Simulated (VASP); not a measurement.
A run of VASP 6.6.1 is set up as follows.

File INCAR:

```
PREC     = Accurate       # precision mode
ENCUT    = 520            # plane-wave cutoff, eV
EDIFF    = 1E-7           # SCF threshold, eV
ISMEAR   = 0              # smearing method
SIGMA    = 0.15           # smearing width, eV
LREAL    = F              # projectors in reciprocal space
LASPH    = T              # aspherical terms in the spheres
NELM     = 60             # most SCF steps
ALGO     = Normal         # electronic algorithm
ISIF     = 2              # what is computed and relaxed
LWAVE    = F              # write WAVECAR
LCHARG   = F              # write CHGCAR
GGA      = PE             # functional
NBANDS   = 16             # bands
```

File KPOINTS:

```
regular mesh
0
Gamma
  10 10 14
```

The input POSCAR:

```
Al2Cu
1.0
    4.0250000000      0.0000000000      0.0000000000
    0.0000000000      4.0250000000      0.0000000000
    0.0000000000      0.0000000000      2.8078000000
Al Cu
2 1
Direct
    0.5000000000      0.0000000000      0.5000000000
    0.0000000000      0.5000000000      0.5000000000
    0.0000000000      0.0000000000      0.0000000000
```

Potentials or basis: VASP PAW PBE potentials, release 64 (Al, Cu).

Run with:

```console
$ cat potpaw_PBE.64/Al/POTCAR potpaw_PBE.64/Cu/POTCAR > POTCAR
$ mpirun -np 1 vasp_std > vasp.out
```

Question: What does it give for the pressure?

Answer: 8.1 GPa.

Stress tensor (GPa, compression positive):
```
7.88 0.00 0.00
0.00 7.88 0.00
0.00 0.00 8.48
```
